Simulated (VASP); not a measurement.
# SrCd: electric field gradients with LDA

The system is SrCd.

```xyz
2
Lattice="4.0030 -0.0400 -0.0400 -0.0400 4.0030 -0.0400 -0.0400 -0.0400 4.0030" Properties=species:S:1:pos:R:3 pbc="T T T"
Sr    1.9615    1.9615    1.9615
Cd    0.0000    0.0000    0.0000
```

This cell differs from its parent crystal: equal xy, yz and zx shear strains of -2 %.

```
Program                : VASP 6.6.1
Task                   : electric field gradients
Functional             : LDA
Potentials or basis    : VASP PAW LDA potentials, release 64 (Sr_sv, Cd)
Cutoff                 : 520 eV
k mesh                 : 10 × 10 × 10
Occupations            : fermi-dirac, width 0.08 eV
Spin                   : no spin polarisation
Dipole correction      : no
Further INCAR settings : ALGO = Normal; EDIFF = 1e-08; NBANDS = 18
```

| Item | Value |
| --- | --- |
| Pressure | -1.9 GPa |
| Band gap on the k mesh | zero (band 11 reaches 3.40 eV, above the bottom of band 12 at 1.25 eV) |

Stress tensor (GPa, compression positive):
```
-1.92  0.43  0.43
 0.43 -1.92  0.43
 0.43  0.43 -1.92
```

Levels at points of the mesh, in eV from the Fermi level:
| k point | band 7 | band 8 | band 9 | band 10 | band 11 | band 12 | band 13 | band 14 | band 15 | band 16 |
| --- | --- | --- | --- | --- | --- | --- | --- | --- | --- | --- |
| (0.00, 0.00, 0.00) | -8.50 | -8.46 | -8.46 | -5.83 | 1.33 | 1.33 | 3.99 | 4.01 | 4.01 | 5.11 |
| (0.50, 0.00, 0.00) | -8.50 | -8.46 | -8.45 | -3.62 | -2.42 | 1.69 | 2.13 | 2.31 | 5.21 | 6.11 |
| (0.50, 0.50, 0.00) | -8.54 | -8.53 | -8.34 | -3.18 | -0.05 | 0.11 | 1.09 | 3.80 | 3.84 | 6.17 |
| (0.50, 0.50, 0.50) | -8.55 | -8.34 | -8.34 | -0.85 | -0.82 | -0.82 | -0.73 | 4.58 | 4.58 | 4.90 |

Electric field gradients, principal values (V/Å²):
| atom | least | middle | greatest (by size) |
| --- | --- | --- | --- |
| 1 Sr | 0.710 | 0.710 | -1.420 |
| 2 Cd | -3.703 | -3.703 | 7.405 |

It took 2.3 min on 1 thread of Oxide Virtual Turin-like Processor, on a shared host, peak memory 0.22 GiB.

Caveat: the cell differs from its parent crystal (equal xy, yz and zx shear strains of -2 %); without QUAD_EFG the Cq values of the log hold for a quadrupole moment of 1 mb, not for the nuclei.
